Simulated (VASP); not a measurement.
# BeS (F-43m) in VASP: notebook

The runs below take BeS through single point, with PBE, PBEsol, LDA.

Program: VASP 6.6.1. These are calculated values, not measurements. Logs are shortened: lines on timing, memory, paths and dates and some standing lists are left out, and cuts for length are marked.

## Step 1: The cell of the first run

It takes space group F-43m (No. 216, cubic). The conventional cell has a = 4.869 Å, b = 4.869 Å, c = 4.869 Å, α = 90.00°, β = 90.00°, γ = 90.00°. Be (site symmetry -43m) has 4 S at 2.11 Å within 2.8 Å. S (site symmetry -43m) has 4 Be at 2.11 Å within 2.8 Å.

## Step 2: Single point, PBE

INCAR

```
PREC     = Accurate       # precision mode
ENCUT    = 520            # plane-wave cutoff, eV
EDIFF    = 1E-6           # SCF threshold, eV
ISMEAR   = 0              # smearing method
SIGMA    = 0.01           # smearing width, eV
LREAL    = F              # projectors in reciprocal space
LASPH    = T              # aspherical terms in the spheres
NELM     = 80             # most SCF steps
ALGO     = Normal         # electronic algorithm
ISIF     = 2              # what is computed and relaxed
LWAVE    = F              # write WAVECAR
LCHARG   = F              # write CHGCAR
GGA      = PE             # functional
NBANDS   = 11             # bands
```

KPOINTS

```
regular mesh
0
Gamma
  6 6 6
```

POSCAR

```
BeS
1.0
    0.0000000000      2.4343058979      2.4343058979
    2.4343058979      0.0000000000      2.4343058979
    2.4343058979      2.4343058979      0.0000000000
Be S
1 1
Direct
    0.0000000000      0.0000000000      0.0000000000
    0.7500000000      0.7500000000      0.7500000000
```

Potentials or basis: VASP PAW PBE potentials, release 64 (Be, S).

Run with:

```console
> cat potpaw_PBE.64/Be/POTCAR potpaw_PBE.64/S/POTCAR > POTCAR
> mpirun -np 1 vasp_std > vasp.out
```

OUTCAR:

```text
PREC = Accurate
   ENCUT = 520
   EDIFF = 1E-6
   ISMEAR = 0
   LREAL = F
   LASPH = T
   NELM = 80
   ISIF = 2
   GGA = PE

 ion  position               nearest neighbor table
   1  0.000  0.000  0.000-   2 2.11   2 2.11   2 2.11   2 2.11
   2  0.750  0.750  0.750-   1 2.11   1 2.11   1 2.11   1 2.11

  LATTYP: Found a face centered cubic cell.
 ALAT       =     4.8686117958

  Lattice vectors:

 A1 = (   0.0000000000,   2.4343058979,   2.4343058979)
 A2 = (   2.4343058979,   0.0000000000,   2.4343058979)
 A3 = (   2.4343058979,   2.4343058979,   0.0000000000)

Analysis of symmetry for initial positions (statically):
=====================================================================
 Subroutine PRICEL returns:
 Original cell was already a primitive cell.

 Routine SETGRP: Setting up the symmetry group for a
 face centered cubic supercell.

 Subroutine GETGRP returns: Found 24 space group operations
 (whereof 24 operations were pure point group operations)
 out of a pool of 48 trial point group operations.

The static configuration has the point symmetry T_d .

Analysis of symmetry for dynamics (positions and initial velocities):
=====================================================================
 Subroutine PRICEL returns:
 Original cell was already a primitive cell.

 Routine SETGRP: Setting up the symmetry group for a
 face centered cubic supercell.

 Subroutine GETGRP returns: Found 24 space group operations
 (whereof 24 operations were pure point group operations)
 out of a pool of 48 trial point group operations.

The dynamic configuration has the point symmetry T_d .

 Subroutine INISYM returns: Found 24 space group operations
 (whereof 24 operations are pure point group operations),
 and found     1 'primitive' translations

----------------------------------------------------------------------------------------

                                     Primitive cell

  volume of cell :      28.8506

  direct lattice vectors                    reciprocal lattice vectors
     0.000000000  2.434305898  2.434305898    -0.205397358  0.205397358  0.205397358
     2.434305898  0.000000000  2.434305898     0.205397358 -0.205397358  0.205397358
     2.434305898  2.434305898  0.000000000     0.205397358  0.205397358 -0.205397358

  length of vectors
     3.442628416  3.442628416  3.442628416     0.355758660  0.355758660  0.355758660

  position of ions in fractional coordinates (direct lattice)
     0.000000000  0.000000000  0.000000000
     0.750000000  0.750000000  0.750000000

  ion indices of the primitive-cell ions
   primitive index   ion index
                 1           1
                 2           2
[... 74 lines left out ...]
   NELECT =       8.0000    total number of electrons
   NUPDOWN=      -1.0000    fix difference up-down
   EMIN   =  10.00;   EMAX   =-10.00  energy-range for DOS
   EFERMI =   0.00;   METHOD = LEGACY
   ISMEAR =     0;   SIGMA  =   0.01  broadening in eV -4-tet -1-fermi 0-gaus
   EFERMI_NEDOS =   21; number of points for ismear=-14 and -15
   IALGO  =     38    algorithm
   IMIX   =      4    mixing-type and parameters
     AMIX     =   0.40;   BMIX     =  1.00
     AMIX_MAG =   1.60;   BMIX_MAG =  1.00
  volume/ion in A,a.u.               =      14.43        97.35
  Fermi-wavevector in a.u.,A,eV,Ry     =   1.067545  2.017368 15.505922  1.139653
  Thomas-Fermi vector in A             =   2.203165
   LORBIT       =      0    0 simple, 1 ext, 2 COOP (PROOUT), +10 PAW based schemes
   GGA     = PE    functional components
   LHFCALC =     F    Hartree Fock is set to
   AEXX    =    0.0000 exact exchange contribution
   IVDW    =     0    specifies the selected vdW correction
   LEPSILON=     F    determine dielectric tensor
   LRPA    =     F    only Hartree local field effects (RPA)
 non-spin polarized calculation
 Gauss-broadening in eV      SIGMA  =   0.01
  energy-cutoff  :      520.00
  volume of cell :       28.85
 maximum number of plane-waves:       791
 NGX is ok and might be reduce to    28
   NGX = 13   NGY = 13   NGZ = 13

 number of electron       7.9999999 magnetization

 Free energy of the ion-electron system (eV)
  ---------------------------------------------------
  ext. energy  EPLUGINS =         0.00000000
  ---------------------------------------------------
  free energy    TOTEN  =       -10.01050921 eV

  energy without entropy =      -10.01050921  energy(sigma->0) =      -10.01050921

 E-fermi :   4.1972     XC(G=0):  -9.6825

 val. band max:        4.0584702123   @ k =   0.0000   0.0000   0.0000
 cond. band min:       7.1937004068   @ k =   0.5000   0.5000   0.0000
 fundamental gap:      3.1352301945
 Fermi energy:         4.1972281703

 k-point     1 :       0.0000    0.0000    0.0000
  band No.  band energies     occupation
      1      -9.5577      2.00000
      2       4.0585      2.00000
      3       4.0585      2.00000
      4       4.0585      2.00000
      5       9.7316      0.00000
      6       9.7316      0.00000
      7       9.7316      0.00000
      8       9.8470      0.00000
      9      16.8488      0.00000
     10      16.8488      0.00000
     11      18.8406      0.00000
[... 197 lines left out ...]
 k-point    16 :      -0.3333    0.5000    0.1667
  band No.  band energies     occupation
      1      -7.4070      2.00000
      2      -0.4882      2.00000
      3       0.6893      2.00000
      4       0.9177      2.00000
      5       9.2086      0.00000
      6      10.7242      0.00000
      7      14.0282      0.00000
      8      14.4901      0.00000
      9      18.4251      0.00000
     10      18.4692      0.00000
     11      20.9761      0.00000

------------------------ aborting loop because EDIFF is reached ----------------------------------------

  FORCE on cell =-STRESS in cart. coord.  units (eV):
  Direction    XX          YY          ZZ          XY          YZ          ZX
  --------------------------------------------------------------------------------------
  -------------------------------------------------------------------------------------
  Total        0.0875284      0.0875284      0.0875284     -0.0000000     -0.0000000      0.0000000
  in kB        4.8607595      4.8607595      4.8607595     -0.0000000     -0.0000000      0.0000000
  external PRESSURE =       4.8607595 kB  Pullay stress =       0.0000000 kB

 VOLUME and BASIS-vectors are now :
 -----------------------------------------------------------------------------
  energy-cutoff  :      520.00
  volume of cell :       28.85
      direct lattice vectors                 reciprocal lattice vectors
     0.000000000  2.434305898  2.434305898    -0.205397358  0.205397358  0.205397358
     2.434305898  0.000000000  2.434305898     0.205397358 -0.205397358  0.205397358
     2.434305898  2.434305898  0.000000000     0.205397358  0.205397358 -0.205397358

 POSITION                                       TOTAL-FORCE (eV/Angst)
 -----------------------------------------------------------------------------------
      0.00000      0.00000      0.00000        -0.000000     -0.000000      0.000000
      3.65146      3.65146      3.65146         0.000000      0.000000     -0.000000
 -----------------------------------------------------------------------------------
    total drift:                               -0.000000     -0.000000     -0.000000

  FREE ENERGIE OF THE ION-ELECTRON SYSTEM (eV)
  ---------------------------------------------------
  free  energy   TOTEN  =       -10.0105092129 eV

  energy  without entropy=      -10.0105092129  energy(sigma->0) =      -10.01050921
```

stdout:

```text
POSCAR found type information on POSCAR BeS
 POSCAR found :  2 types and       2 ions
 scaLAPACK will be used
 LDA part: xc-table for (Slater+PW92), standard interpolation
 POSCAR, INCAR and KPOINTS ok, starting setup
 FFT: planning ... GRIDC
 FFT: planning ... GRID_SOFT
 FFT: planning ... GRID
 WAVECAR not read
 entering main loop
```

It took 5.9 s on 1 thread of Intel Xeon Platinum 8259CL at 2.50GHz (Skylake/Cascade Lake), shared host; peak memory 0.14 GiB.

Results:

- Free energy: -10.0105 eV
- Pressure: 0.5 GPa
- Band gap on the k mesh: 3.14 eV, indirect (least direct gap 5.67 eV)

Levels at points of the mesh, in eV from the valence-band top:
```
           k point  band 2  band 3  band 4  band 5  band 6  band 7
(0.00, 0.00, 0.00)    0.00    0.00    0.00    5.67    5.67    5.67
(0.50, 0.00, 0.00)   -5.71   -1.02   -1.02    5.44    6.56    6.56
(0.50, 0.50, 0.00)   -4.96   -2.60   -2.60    3.14    4.93   12.69
```

A k mesh can miss the band edges.

## Step 3: Single point, PBE

This run uses another cell than the first one, of 14.49 Å³/atom, 1.005 times its volume.

INCAR

```
SYSTEM = BeS
PREC = Accurate ; ENCUT = 520
EDIFF = 1E-7 ; ISMEAR = -1
SIGMA = 0.02 ; LREAL = .FALSE.
LASPH = .TRUE. ; NELM = 80
ALGO = Normal ; ISIF = 2
LWAVE = .FALSE. ; LCHARG = .FALSE.
GGA = PE ; NBANDS = 11
```

KPOINTS

```
regular mesh
0
G
  8 8 8
  0 0 0
```

POSCAR

```
BeS
1.0
    0.0000000000      2.4380594454      2.4380594454
    2.4380594454      0.0000000000      2.4380594454
    2.4380594454      2.4380594454      0.0000000000
Be S
1 1
Direct
    0.0000000000      0.0000000000      0.0000000000
    0.7500000000      0.7500000000      0.7500000000
```

Potentials or basis: VASP PAW PBE potentials, release 64 (Be, S).

Run with:

```console
> cat potpaw_PBE.64/Be/POTCAR potpaw_PBE.64/S/POTCAR > POTCAR
> mpirun -np 1 vasp_std > vasp.out
```

Run time: 11 s. Hardware: 1 thread of Intel Xeon Platinum 8259CL at 2.50GHz (Skylake/Cascade Lake), shared host; peak memory 0.15 GiB.

The run converged. Its results:

```yaml
Free_energy: -10.0133 eV
Pressure: 0.0 GPa
Band_gap_on_the_k_mesh: 3.15 eV, indirect (least direct gap 5.68 eV)
```

Levels at points of the mesh, in eV from the valence-band top:
```tsv
k point	band 1	band 2	band 3	band 4	band 5	band 6	band 7	band 8	band 9
(0.00, 0.00, 0.00)	-13.59	0.00	0.00	0.00	5.68	5.68	5.68	5.75	12.78
(0.50, 0.00, 0.00)	-12.02	-5.68	-1.01	-1.01	5.42	6.57	6.57	11.13	14.87
(0.50, 0.50, 0.00)	-11.49	-4.94	-2.59	-2.59	3.15	4.93	12.65	12.65	15.35
```

## Step 4: Single point, PBEsol

This run uses another cell than the first one, of 14.15 Å³/atom, 0.981 times its volume.

INCAR

```
SYSTEM = BeS
ALGO = Normal ; EDIFF = 1E-6
ENCUT = 520 ; GGA = PS
ISIF = 2 ; ISMEAR = -1
LASPH = .TRUE. ; LCHARG = .FALSE.
LREAL = .FALSE. ; LWAVE = .FALSE.
NBANDS = 11 ; NELM = 100
PREC = Accurate ; SIGMA = 0.02
```

KPOINTS

```
k-points
0
G
  8 8 8
  0 0 0
```

POSCAR

```
BeS
1.0
    0.0000000000      2.4187851319      2.4187851319
    2.4187851319      0.0000000000      2.4187851319
    2.4187851319      2.4187851319      0.0000000000
Be S
1 1
Direct
    0.0000000000      0.0000000000      0.0000000000
    0.7500000000      0.7500000000      0.7500000000
```

Run with:

```console
> cat potpaw_PBE.64/Be/POTCAR potpaw_PBE.64/S/POTCAR > POTCAR
> mpirun -np 1 vasp_std > vasp.out
```

Wall time 10 s (1 thread of Intel Xeon Platinum 8259CL at 2.50GHz (Skylake/Cascade Lake), shared host); peak memory 0.15 GiB.

Results (log left out):

```yaml
Free_energy: -10.5641 eV
Pressure: 0.2 GPa
Band_gap_on_the_k_mesh: 2.91 eV, indirect (least direct gap 5.61 eV)
```

Levels at points of the mesh, in eV from the valence-band top:
```csv
k point,band 2,band 3,band 4,band 5,band 6,band 7
"(0.00, 0.00, 0.00)",0.00,0.00,0.00,5.61,5.61,5.61
"(0.50, 0.00, 0.00)",-5.91,-1.05,-1.05,5.41,6.48,6.48
"(0.50, 0.50, 0.00)",-5.11,-2.70,-2.70,2.91,4.80,12.81
```

Caveat: the PAW data sets were made with another functional, which shifts forces and pressure a little.

## Step 5: Single point, LDA

This run uses another cell than the first one, of 13.79 Å³/atom, 0.956 times its volume.

INCAR

```
SYSTEM = BeS
  ALGO = Normal
  EDIFF = 1E-6
  ENCUT = 520
  GGA = CA
  ISIF = 2
  ISMEAR = -1
  LASPH = .TRUE.
  LCHARG = .FALSE.
  LREAL = .FALSE.
  LWAVE = .FALSE.
  NBANDS = 11
  NELM = 100
  PREC = Accurate
  SIGMA = 0.02
```

KPOINTS is that of step 4.

POSCAR

```
BeS
1.0
    0.0000000000      2.3982297704      2.3982297704
    2.3982297704      0.0000000000      2.3982297704
    2.3982297704      2.3982297704      0.0000000000
Be S
1 1
Direct
    0.0000000000      0.0000000000      0.0000000000
    0.7500000000      0.7500000000      0.7500000000
```

Potentials or basis: VASP PAW LDA potentials, release 64 (Be, S).

Run with:

```console
> cat potpaw_LDA.64/Be/POTCAR potpaw_LDA.64/S/POTCAR > POTCAR
> mpirun -np 1 vasp_std > vasp.out
```

Run time: 9 s. Hardware: 1 thread of Intel Xeon Platinum 8259CL at 2.50GHz (Skylake/Cascade Lake), shared host; peak memory 0.13 GiB.

The run converged. Its results:

```
Free energy            : -11.1423 eV
Pressure               : 0.0 GPa
Band gap on the k mesh : 2.83 eV, indirect (least direct gap 5.53 eV)
```

Levels at points of the mesh, in eV from the valence-band top:
```
           k point  band 1  band 2  band 3  band 4  band 5  band 6  band 7  band 8  band 9
(0.00, 0.00, 0.00)  -13.88    0.00    0.00    0.00    5.53    5.53    5.53    5.96   12.88
(0.50, 0.00, 0.00)  -12.16   -6.06   -1.09   -1.09    5.48    6.43    6.43   11.07   15.05
(0.50, 0.50, 0.00)  -11.58   -5.21   -2.79   -2.79    2.83    4.77   12.88   12.88   15.75
```

A k mesh can miss the band edges.

## Step 6: Single point, PBE

INCAR

```
  ALGO = Normal
  EDIFF = 1E-7
  ENCUT = 520
  GGA = PE
  ISIF = 2
  ISMEAR = -1
  LASPH = T
  LCHARG = T
  LELF = T
  LREAL = F
  LVHAR = T
  LWAVE = F
  NBANDS = 11
  NELM = 80
  PREC = Accurate
  SIGMA = 0.02
```

KPOINTS

```
k-points
0
Gamma
  10 10 10
```

POSCAR

```
BeS
1.0
    0.0000000000      2.4343058979      2.4343058979
    2.4343058979      0.0000000000      2.4343058979
    2.4343058979      2.4343058979      0.0000000000
Be S
1 1
Direct
    0.0000000000      0.0000000000      0.0000000000
    0.7500000000      0.7500000000      0.7500000000
```

Potentials or basis: VASP PAW PBE potentials, release 64 (Be, S).

Run with:

```console
> cat potpaw_PBE.64/Be/POTCAR potpaw_PBE.64/S/POTCAR > POTCAR
> mpirun -np 1 vasp_std > vasp.out
```

Wall time 18 s (1 thread of Intel Xeon Platinum 8259CL at 2.50GHz (Skylake/Cascade Lake), shared host); peak memory 0.15 GiB.

Results (log left out):

```
Free energy            : -10.0133 eV
Pressure               : 0.4 GPa
Band gap on the k mesh : 3.14 eV, indirect (least direct gap 5.67 eV)
```

Levels at points of the mesh, in eV from the valence-band top:
| k point | band 1 | band 2 | band 3 | band 4 | band 5 | band 6 | band 7 | band 8 |
| --- | --- | --- | --- | --- | --- | --- | --- | --- |
| (0.00, 0.00, 0.00) | -13.62 | 0.00 | 0.00 | 0.00 | 5.67 | 5.67 | 5.67 | 5.79 |
| (0.50, 0.00, 0.00) | -12.04 | -5.71 | -1.02 | -1.02 | 5.44 | 6.56 | 6.56 | 11.15 |
| (0.50, 0.50, 0.00) | -11.51 | -4.96 | -2.60 | -2.60 | 3.14 | 4.93 | 12.69 | 12.69 |

A k mesh can miss the band edges. PBE gaps usually lie below the measured ones, often by a third to a half.

## Step 7: Summary

| level | potentials or basis | cell | k mesh | smearing | gap on the mesh (eV) | pressure (GPa) |
| --- | --- | --- | --- | --- | --- | --- |
| PBE | VASP PAW PBE potentials, release 64 (Be, S) | a = 3.443 Å, angles 60.0°, 2 atoms | 6 × 6 × 6 | gaussian 0.01 eV | 3.14 | 0.5 |
| PBE | VASP PAW PBE potentials, release 64 (Be, S) | a = 3.448 Å, angles 60.0°, 2 atoms | 8 × 8 × 8 | fermi-dirac 0.02 eV | 3.15 | 0.0 |
| PBEsol | VASP PAW PBE potentials, release 64 (Be, S) | a = 3.421 Å, angles 60.0°, 2 atoms | 8 × 8 × 8 | fermi-dirac 0.02 eV | 2.91 | 0.2 |
| LDA | VASP PAW LDA potentials, release 64 (Be, S) | a = 3.392 Å, angles 60.0°, 2 atoms | 8 × 8 × 8 | fermi-dirac 0.02 eV | 2.83 | 0.0 |
| PBE | VASP PAW PBE potentials, release 64 (Be, S) | a = 3.443 Å, angles 60.0°, 2 atoms | 10 × 10 × 10 | fermi-dirac 0.02 eV | 3.14 | 0.4 |

Alike in all rows: task single point; no spin polarisation; cutoff (eV) 520.

Caveats: the PAW data sets were made with another functional, which shifts forces and pressure a little (some runs).

Total energies depend on the potentials used, so only differences within one code and one set of settings carry meaning.
